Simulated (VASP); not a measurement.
Input of a VASP 6.6.1 run:

Contents of INCAR:

```
  PREC = Accurate
  ENCUT = 400
  EDIFF = 1E-6
  ISMEAR = 0
  SIGMA = 0.05
  LREAL = False
  LASPH = True
  NELM = 120
  ALGO = Normal
  ISIF = 2
  LWAVE = False
  LCHARG = False
  LDIPOL = True
  IDIPOL = 3
  DIPOL = 0.5 0.5 0.376
  GGA = PE
  IVDW = 12
  NBANDS = 38
  GGA_COMPAT = False
  NELMDL = -8
```

KPOINTS

```
regular mesh
0
Gamma
  9 9 1
```

File POSCAR:

```
As
1.0
    3.5716242980      0.0000000000      0.0000000000
   -1.7858121490      3.0931173748      0.0000000000
    0.0000000000      0.0000000000     20.2951239168
As
4
Direct
    0.3333333334      0.6666666667      0.2217281362
    0.6666666667      0.3333333333      0.2905549647
    0.8333333334      0.6666666667      0.4623579750
    1.1666666667      0.3333333333      0.5311848217
```

Potentials or basis: VASP PAW PBE potentials, release 64 (As_d).

Run with:

```console
$ cat potpaw_PBE.64/As_d/POTCAR > POTCAR
$ mpirun -np 1 vasp_std > vasp.out
```

(1) Predict the dispersion energy per atom.

(2) What does it give for the largest force?

Answers

(1) -0.265 eV.

(2) 0.043 eV/Å.

Caveat: the cell differs from its parent crystal (layers slid over each other, then relaxed in part).
